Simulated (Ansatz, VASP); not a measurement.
# H: VASP beside Ansatz

The input INCAR:

```
  PREC = Accurate
  ENCUT = 520
  EDIFF = 1E-6
  ISMEAR = 0
  SIGMA = 0.02
  LREAL = F
  LASPH = T
  NELM = 60
  ALGO = Normal
  ISIF = 2
  LWAVE = F
  LCHARG = T
  GGA = PS
  LELF = T
  LVHAR = T
  NBANDS = 10
```

KPOINTS

```
regular mesh
0
Gamma
  9 9 6
```

File POSCAR:

```
H
1.0
    4.0229206307      0.0000000000      0.0000000000
   -2.0114603154      3.4839514636      0.0000000000
    0.0000000000      0.0000000000      5.1354827933
H
4
Direct
    0.3333333300      0.6666666700      0.1705513561
    0.6666666700      0.3333333300      0.6705513561
    0.6666666700      0.3333333300      0.8294486439
    0.3333333300      0.6666666700      0.3294486439
```

Input for Ansatz:

```yaml
crystal:
  lattice:
    - [4.0229206307, 0.0, 0.0]
    - [-2.0114603154, 3.4839514636, 0.0]
    - [0.0, 0.0, 5.1354827933]
  atoms:
    - { symbol: H, position: [0.33333333, 0.66666667, 0.1705513561] }
    - { symbol: H, position: [0.66666667, 0.33333333, 0.6705513561] }
    - { symbol: H, position: [0.66666667, 0.33333333, 0.8294486439] }
    - { symbol: H, position: [0.33333333, 0.66666667, 0.3294486439] }
basis:
  ecutwfc: 420
kpoints:
  mp_grid: { grid: [9, 9, 6] }
hamiltonian:
  xc: pbesol
scf:
  occupations: { method: gaussian, width: 0.02 }
output:
  forces: true
  stress: true
  eigenvalues: true
```

Alike in both runs: task single point; functional PBEsol; k mesh 9 × 9 × 6; occupations gaussian, width 0.02 eV; no spin polarisation.

|  | VASP | Ansatz |
| --- | --- | --- |
| version | VASP 6.6.1 | Ansatz 0.2.0 |
| potentials or method | VASP PAW PBE potentials, release 64 (H), cutoff 520 eV | scalar-relativistic, plane waves, PAW |
| valence electrons in the cell | 4 | 4 |

VASP gave:

```
gap on the k mesh at the Fermi level (eV)                     : 8.67
least direct gap on the mesh (eV)                             : 8.67
pressure (GPa)                                                : -2.1
traceless stress, the component that is largest in VASP (GPa) : -3.84
rms of the force components (eV/Å)                            : 0.909
```

**Question.** Which values does Ansatz return?

**Answer.** gap on the k mesh at the Fermi level (eV): 8.67; least direct gap on the mesh (eV): 8.67; pressure (GPa): -2.0; traceless stress, the component that is largest in VASP (GPa): -3.86; rms of the force components (eV/Å): 0.915.

VASP's potentials were made for PBE, not for PBEsol. Atom by atom the forces differ by 0.006 eV/Å (rms over components).
